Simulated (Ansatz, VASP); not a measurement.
## Nb: VASP beside Ansatz

```
Nb
1.0
     4.88284    0.00000    0.00000
    -2.44142    4.22867    0.00000
     0.00000    0.00000    2.68791
Nb
3
Direct
  0.00000 0.00000 0.00000
  0.33333 0.66667 0.50000
  0.66667 0.33333 0.50000
```

Alike in both runs: functional PBE; k mesh 8 × 8 × 11; occupations fermi-dirac, width 0.1 eV; no spin polarisation.

Ansatz relaxed the structure, and its values are those at the end. VASP's run is a single point on that final structure, the one shown.

|  | VASP | Ansatz |
| --- | --- | --- |
| version | VASP 6.6.1 | Ansatz 0.2.0 |
| potentials or method | VASP PAW PBE potentials, release 64 (Nb_sv), cutoff 500 eV | plane waves (420 eV) with PAW, scalar-relativistic |
| valence electrons in the cell | 39 | 39 |

VASP gave:

```
pressure (GPa) : -0.3
```

Q: Estimate Ansatz's values.

A: Pressure (GPa): 0.0.
